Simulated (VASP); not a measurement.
Here is a VASP 6.6.1 calculation.

INCAR

```
SYSTEM = Ti3H
PREC = Accurate
ENCUT = 520
EDIFF = 1E-6
ISMEAR = 0
SIGMA = 0.1
LREAL = .False.
LASPH = .True.
NELM = 80
ALGO = Normal
ISIF = 2
LWAVE = .False.
LCHARG = .True.
LDIPOL = .True.
IDIPOL = 3
DIPOL = 0.5 0.5 0.325
GGA = PE
LELF = .True.
LVHAR = .True.
LVACPOTAV = .True.
NBANDS = 47
```

KPOINTS

```
Automatic mesh
0
Gamma
  6 6 1
  0 0 0
```

Contents of POSCAR:

```
Ti3H
1.0
    4.6039800811      0.0000000000      0.0000000000
   -2.3019900405      3.9871637087      0.0000000000
    0.0000000000      0.0000000000     22.4969948581
Ti H
6 2
Direct
    0.6666666667      0.3333333333      0.1778015253
    0.3333333333      0.6666666667      0.2195752601
    0.0000000000      0.0000000000      0.2613489950
    0.6666666667      0.3333333333      0.2980583739
    0.3333333333      0.6666666667      0.3304600279
    0.0000000000      0.0000000000      0.3776946615
    0.2395950203      0.7604049797      0.4688179432
    0.4270716464      0.5729283536      0.4688179432
```

Potentials or basis: VASP PAW PBE potentials, release 64 (Ti_sv, H).

Run with:

```console
$ cat potpaw_PBE.64/Ti_sv/POTCAR potpaw_PBE.64/H/POTCAR > POTCAR
$ mpirun -np 1 vasp_std > vasp.out
```

(1) Predict the band gap on the k mesh.

(2) Estimate the largest force.

Results:

(1) zero (band 37 reaches -0.72 eV, above the bottom of band 38 at -0.99 eV).

(2) 2.249 eV/Å.
